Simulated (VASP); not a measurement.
A run of VASP 6.6.1 is set up as follows.

The input INCAR:

```
SYSTEM = CaB3Sb3
PREC = Accurate
ENCUT = 520
EDIFF = 1E-7
ISMEAR = 0
SIGMA = 0.1
LREAL = .False.
LASPH = .True.
NELM = 60
ALGO = Normal
ISIF = 2
LWAVE = .False.
LCHARG = .True.
GGA = PE
LELF = .True.
LVHAR = .True.
NBANDS = 26
```

File KPOINTS:

```
Automatic mesh
0
Gamma
  8 8 8
  0 0 0
```

File POSCAR:

```
CaB3Sb3
1.0
    5.1251077910      0.0000000000      0.0000000000
    0.0000000000      5.1251077910      0.0000000000
    0.0000000000      0.0000000000      5.1251077910
Ca B Sb
1 3 3
Direct
    0.0000000000      0.0000000000      0.0000000000
    0.0000000000      0.5000000000      0.0000000000
    0.5000000000      0.0000000000      0.0000000000
    0.0000000000      0.0000000000      0.5000000000
    0.0000000000      0.5000000000      0.5000000000
    0.5000000000      0.0000000000      0.5000000000
    0.5000000000      0.5000000000      0.0000000000
```

Potentials or basis: VASP PAW PBE potentials, release 64 (Ca_sv, B, Sb).

Command:

```sh
$ cat potpaw_PBE.64/Ca_sv/POTCAR potpaw_PBE.64/B/POTCAR potpaw_PBE.64/Sb/POTCAR > POTCAR
$ mpirun -np 1 vasp_std > vasp.out
```

Estimate the pressure.

0.1 GPa.

Predict the band gap on the k mesh.

zero (band 17 reaches 7.42 eV, above the bottom of band 18 at 6.16 eV).

Caveat: spin-orbit coupling is left out, which moves the levels of the heavy elements.
